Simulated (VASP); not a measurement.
Write the native input for VASP 6.6.1 that does the following.

```
Task                   : relaxation of cell and atoms
Functional             : PBE
Potentials or basis    : VASP PAW PBE potentials, release 64 (Mg, Be)
Cutoff                 : 600 eV
k mesh                 : 6 × 6 × 6
Occupations            : gaussian, width 0.1 eV
Spin                   : no spin polarisation
Dipole correction      : no
Further INCAR settings : ALGO = Fast; EDIFF = 1e-07; IBRION = 2; EDIFFG = -0.04; NSW = 90; ISIF = 3
```

The structure of Mg2Be lies in POSCAR:

```
Mg2Be
1.0
   -2.1051237861      2.1051237861      5.2914524970
    2.1051237861     -2.1051237861      5.2914524970
    2.1051237861      2.1051237861     -5.2914524970
Mg Be
4 2
Direct
    0.2066000000      0.2066000000      0.0000000000
    0.9566000000      0.4566000000      0.5000000000
    0.5434000000      0.0434000000      0.5000000000
    0.7934000000      0.7934000000      0.0000000000
    0.0000000000      0.0000000000      0.0000000000
    0.7500000000      0.2500000000      0.5000000000
```

These files were run (other wordings do the same):

INCAR

```
SYSTEM = Mg2Be
PREC = Accurate
ENCUT = 600
EDIFF = 1E-7
ISMEAR = 0
SIGMA = 0.1
LREAL = .False.
LASPH = .True.
NELM = 60
ALGO = Fast
ISIF = 3
LWAVE = .False.
LCHARG = .False.
GGA = PE
IBRION = 2
NSW = 90
EDIFFG = -0.04
```

KPOINTS

```
regular mesh
0
Gamma
  6 6 6
  0 0 0
```

Potentials or basis: VASP PAW PBE potentials, release 64 (Mg, Be).

Command:

```sh
$ cat potpaw_PBE.64/Mg/POTCAR potpaw_PBE.64/Be/POTCAR > POTCAR
$ mpirun -np 1 vasp_std > vasp.out
```

Results of the run:

- Relaxed volume: 20.09 Å³/atom
- Relaxed cell: a = 5.992 Å, b = 5.992 Å, c = 5.992 Å, α = 130.80°, β = 130.80°, γ = 72.13°
- Space group after relaxing (to 0.05 Å): I4_1/amd (No. 141)
- Energy gained by relaxing: 645.0 meV/atom
- Ionic steps: 28
- Pressure after relaxing: 0.1 GPa
- Largest force after relaxing: 0.040 eV/Å
- Band gap on the k mesh: zero (band 6 reaches 3.12 eV, above the bottom of band 7 at 1.52 eV)

Caveat: the volume moved by over 15 % at a fixed basis, so the end points are rough.

It took 12 min on 1 thread of Intel(R) Xeon(R) 6975P-C (Granite Rapids) (shared host), peak memory 0.4 GiB.
